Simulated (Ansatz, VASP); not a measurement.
Si4O7: VASP beside Ansatz

```
CELL_PARAMETERS angstrom
0.00000 4.23580 -2.68994
0.00000 -4.23580 -2.68994
-4.23580 0.00000 2.68994
ATOMIC_POSITIONS crystal
Si 0.25000 0.75000 0.50000
Si 0.75000 0.25000 0.50000
Si 0.00000 0.00000 0.00000
Si 0.50000 0.50000 0.00000
O 0.00000 0.30698 0.30698
O 0.55698 0.75000 0.80698
O 0.05698 0.25000 0.80698
O 0.00000 0.69302 0.69302
O 0.45827 0.14476 0.60303
O 0.94302 0.75000 0.19302
O 0.44302 0.25000 0.19302
```

Change from the starting cell: O vacancy; atom 9 moved 0.125 of the way to it and -0.250 Å across, host rigid.

Alike in both runs: task single point; functional PBE; k mesh 6 × 6 × 6; occupations gaussian, width 0.05 eV; no spin polarisation.

|  | VASP | Ansatz |
| --- | --- | --- |
| version | VASP 6.6.1 | Ansatz 0.2.0 |
| potentials or method | VASP PAW PBE potentials, release 64 (Si, O), cutoff 520 eV | scalar-relativistic, plane waves, PAW |
| valence electrons in the cell | 58 | 58 |

VASP gave:

```
gap on the k mesh at the Fermi level (eV)                     : 1.51
least direct gap on the mesh (eV)                             : 1.92
pressure (GPa)                                                : 5.2
traceless stress, the component that is largest in VASP (GPa) : 3.59
rms of the force components (eV/Å)                            : 1.528
```

Question: What did Ansatz give for the same quantities?

Answer: gap on the k mesh at the Fermi level (eV): 1.51; least direct gap on the mesh (eV): 1.93; pressure (GPa): 4.9; traceless stress, the component that is largest in VASP (GPa): 3.05; rms of the force components (eV/Å): 1.519.

Atom by atom the forces differ by 0.017 eV/Å (rms over components).
